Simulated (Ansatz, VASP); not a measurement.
## Two plane-wave programs on GaSb

Contents of INCAR:

```
SYSTEM = GaSb
  ALGO = Normal
  EDIFF = 1E-6
  ENCUT = 500
  GGA = PE
  GGA_COMPAT = .False.
  ISIF = 2
  ISMEAR = -1
  LASPH = .True.
  LCHARG = .False.
  LREAL = .False.
  LWAVE = .False.
  NBANDS = 21
  NELM = 120
  PREC = Accurate
  SIGMA = 0.02
```

The input KPOINTS:

```
k-points
0
Gamma
  6 6 6
  0 0 0
```

Contents of POSCAR:

```
GaSb
1.0
    0.0000000000      3.0455962499      3.0455962499
    3.0455962499      0.0000000000      3.0455962499
    3.0455962499      3.0455962499      0.0000000000
Ga Sb
1 1
Direct
    0.0000000000      0.0000000000      0.0000000000
    0.2500000000      0.2500000000      0.2500000000
```

Input for Ansatz:

```yaml
crystal:
  lattice:
    - [0.0, 3.0455962499, 3.0455962499]
    - [3.0455962499, 0.0, 3.0455962499]
    - [3.0455962499, 3.0455962499, 0.0]
  atoms:
    - { symbol: Ga, position: [0.0, 0.0, 0.0] }
    - { symbol: Sb, position: [0.25, 0.25, 0.25] }
kpoints:
  mp_grid: { grid: [6, 6, 6] }
hamiltonian:
  xc: pbe
scf:
  occupations: { method: fermi_dirac, width: 0.02 }
  n_extra_bands: 4
output:
  forces: true
  stress: true
  eigenvalues: true
```

Alike in both runs: task single point; functional PBE; k mesh 6 × 6 × 6; occupations fermi-dirac, width 0.02 eV; no spin polarisation.

```csv
,VASP,Ansatz
version,VASP 6.6.1,Ansatz 0.2.0
potentials or method,"VASP PAW PBE potentials, release 64 (Ga_d, Sb_d_GW)","plane waves, PAW"
plane-wave cutoff (eV),500,420
valence electrons in the cell,28,28
```

```tsv
	VASP	Ansatz	Ansatz less VASP
pressure (GPa)	3.0	3.0	+0.01
```

Neither program's run includes spin-orbit coupling.
